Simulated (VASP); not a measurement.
Here is a VASP 6.6.1 calculation.

The input INCAR:

```
SYSTEM = SnSe2
PREC = Accurate
ENCUT = 520
EDIFF = 1E-7
ISMEAR = 0
SIGMA = 0.05
LREAL = .FALSE.
LASPH = .TRUE.
NELM = 100
ALGO = Normal
ISIF = 2
LWAVE = .FALSE.
LCHARG = .FALSE.
GGA = PS
NBANDS = 20
```

File KPOINTS:

```
Automatic mesh
0
G
  12 12 6
  0 0 0
```

POSCAR

```
SnSe2
1.0
    3.8762074164      0.0000000000      0.0000000000
   -1.9381037082      3.3072848206      0.0000000000
    0.0000000000      0.0000000000      6.1455711062
Sn Se
1 2
Direct
    0.0000000000      0.0000000000      0.0000000000
    0.3333333333      0.6666666667      0.2580716066
    0.6666666667      0.3333333333      0.7419283934
```

Potentials or basis: VASP PAW PBE potentials, release 64 (Sn_d, Se).

Launch:

```bash
$ cat potpaw_PBE.64/Sn_d/POTCAR potpaw_PBE.64/Se/POTCAR > POTCAR
$ mpirun -np 1 vasp_std > vasp.out
```

Q: Predict the pressure.

A: -0.9 GPa.

Q: Estimate the band gap on the k mesh.

A: 0.37 eV, indirect (least direct gap 0.83 eV).

Q: Predict the largest force.

A: 0.059 eV/Å.

Stress tensor (GPa, compression positive):
```
-1.56  0.00  0.00
 0.00 -0.52  0.06
 0.00  0.06 -0.53
```

Caveat: the cell differs from its parent crystal (strain +0.0150 x Voigt [1, 0, 0, 0, 0, 0]); the PAW data sets were made with another functional, which shifts forces and pressure a little; spin-orbit coupling is left out, which moves the levels of the heavy elements; this functional lacks dispersion, which binds the layers, so the pressure and a relaxed spacing across them are unreliable. A k mesh can miss the band edges.
